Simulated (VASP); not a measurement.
A run of VASP 6.6.1:

File POSCAR:

```
BaS
1.0
    3.8337582573     -0.0741832223      0.0000000000
   -0.0741832223      3.8337582573      0.0000000000
    0.0000000000      0.0000000000      3.8337582573
Ba S
1 1
Direct
    0.0000000000      0.0000000000      0.0000000000
    0.5000000000      0.5000000000      0.5000000000
```

The input INCAR.step1:

```
SYSTEM = BaS
PREC     = Accurate       ! precision mode
ENCUT    = 400            ! plane-wave cutoff, eV
EDIFF    = 1E-5           ! SCF threshold, eV
ISMEAR   = 0              ! smearing method
SIGMA    = 0.01           ! smearing width, eV
LREAL    = .False.        ! projectors in reciprocal space
LASPH    = .True.         ! aspherical terms in the spheres
NELM     = 120            ! most SCF steps
ALGO     = Normal         ! electronic algorithm
ISIF     = 2              ! what is computed and relaxed
LWAVE    = .True.         ! write WAVECAR
LCHARG   = .False.        ! write CHGCAR
NBANDS   = 15             ! bands
GGA      = PE             ! functional
GGA_COMPAT= .False.
```

INCAR.step2

```
SYSTEM = BaS
PREC     = Accurate       ! precision mode
ENCUT    = 400            ! plane-wave cutoff, eV
EDIFF    = 1E-6           ! SCF threshold, eV
ISMEAR   = 0              ! smearing method
SIGMA    = 0.01           ! smearing width, eV
LREAL    = .False.        ! projectors in reciprocal space
LASPH    = .True.         ! aspherical terms in the spheres
NELM     = 120            ! most SCF steps
ALGO     = Normal         ! electronic algorithm
ISIF     = 2              ! what is computed and relaxed
LWAVE    = .False.        ! write WAVECAR
LCHARG   = .False.        ! write CHGCAR
GGA      = PE             ! functional
LHFCALC  = .True.         ! exact exchange
HFSCREEN = 0.2079         ! screening, 1/A
PRECFOCK = Normal       
NBANDS   = 15             ! bands
ISTART   = 1            
GGA_COMPAT= .False.
```

The input KPOINTS:

```
regular mesh
0
Gamma
  4 4 4
  0 0 0
```

Potentials or basis: VASP PAW PBE potentials, release 64 (Ba_sv, S).

Command:

```console
$ cat potpaw_PBE.64/Ba_sv/POTCAR potpaw_PBE.64/S/POTCAR > POTCAR
$ cp INCAR.step1 INCAR
$ mpirun -np 1 vasp_std > vasp.out
$ cp INCAR.step2 INCAR
$ mpirun -np 1 vasp_std > vasp.out
```

Hardware: 1 thread of Intel Xeon 8259CL, with other jobs on the host.

**Question.** How long does it take, and how much memory?

**Answer.** Run time: 12 min on 1 thread of Intel Xeon 8259CL (shared host), peak memory 0.27 GiB. Counts: k points 21.
